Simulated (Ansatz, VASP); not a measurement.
**One calculation of NaF, two programs**

File INCAR:

```
  PREC = Accurate
  ENCUT = 520
  EDIFF = 1E-6
  ISMEAR = 0
  SIGMA = 0.05
  LREAL = F
  LASPH = T
  NELM = 80
  ALGO = Normal
  ISIF = 2
  LWAVE = F
  LCHARG = F
  GGA = PE
  NBANDS = 14
```

The input KPOINTS:

```
regular mesh
0
Gamma
  8 8 8
```

Contents of POSCAR:

```
NaF
1.0
    0.0000000000      2.3233000000      2.3349165000
    2.3233000000      0.0000000000      2.3349165000
    2.3233000000      2.3233000000      0.0000000000
Na F
1 1
Direct
    0.0000000000      0.0000000000      0.0000000000
    0.5000000000      0.5000000000      0.5000000000
```

Input for Ansatz:

```yaml
crystal:
  lattice:
    - [0.0, 2.3233, 2.3349165]
    - [2.3233, 0.0, 2.3349165]
    - [2.3233, 2.3233, 0.0]
  atoms:
    - { symbol: Na, position: [0.0, 0.0, 0.0] }
    - { symbol: F, position: [0.5, 0.5, 0.5] }
basis:
  ecutwfc: 420
kpoints:
  mp_grid: { grid: [8, 8, 8] }
hamiltonian:
  xc: pbe
scf:
  occupations: { method: gaussian, width: 0.05 }
output:
  forces: true
  stress: true
  eigenvalues: true
```

Change from the starting cell: strain +0.0050 x Voigt [0, 0, 1, 0, 0, 0], atoms carried along.

Alike in both runs: task single point; functional PBE; k mesh 8 × 8 × 8; occupations gaussian, width 0.05 eV; no spin polarisation.

```csv
,VASP,Ansatz
version,VASP 6.6.1,Ansatz 0.2.0
potentials or method,"VASP PAW PBE potentials, release 64 (Na_pv, F), cutoff 520 eV","scalar-relativistic, plane waves, PAW"
valence electrons in the cell,14,16
```

|  | VASP | Ansatz | Ansatz less VASP |
| --- | --- | --- | --- |
| gap on the k mesh at the Fermi level (eV) | 6.23 | 6.24 | +0.016 |
| least direct gap on the mesh (eV) | 6.23 | 6.24 | +0.016 |
| pressure (GPa) | 1.3 | 1.4 | +0.14 |
| traceless stress, the component that is largest in VASP (GPa) | -0.27 | -0.27 | +0.009 |

VASP's potentials hold 14 valence electrons a cell and Ansatz's 16, so a difference there can come from the potentials and not from the codes.
